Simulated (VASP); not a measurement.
## KF: single point with PBEsol

Crystal: KF.

```
K F
1.0
     0.00000    2.65441    2.65441
     2.65441    0.00000    2.65441
     2.65441    2.65441    0.00000
K F
1 1
Cartesian
  0.0000 0.0000 0.0000
  2.6544 2.6544 2.6544
```

* Program: VASP 6.6.1
* Task: single point
* Functional: PBEsol
* Potentials or basis: VASP PAW PBE potentials, release 64 (K_sv, F)
* Cutoff: 520 eV
* k mesh: 9 × 9 × 9
* Occupations: fermi-dirac, width 0.03 eV
* Spin: no spin polarisation
* Dipole correction: no
* Further INCAR settings: ALGO = Normal; EDIFF = 1e-07; NBANDS = 15

* Pressure: 0.0 GPa
* Band gap on the k mesh: 6.13 eV

Levels at points of the mesh, in eV from the valence-band top:
```
           k point  band 6  band 7  band 8  band 9  band 10  band 11
(0.00, 0.00, 0.00)    0.00    0.00    0.00    6.13    10.69    10.69
```

It took 31 s on 1 thread of Intel Xeon 8259CL (shared host), peak memory 0.16 GiB.

Caveat: the PAW data sets were made with another functional, which shifts forces and pressure a little; an odd mesh through Γ misses points on the zone boundary, where band edges can lie.
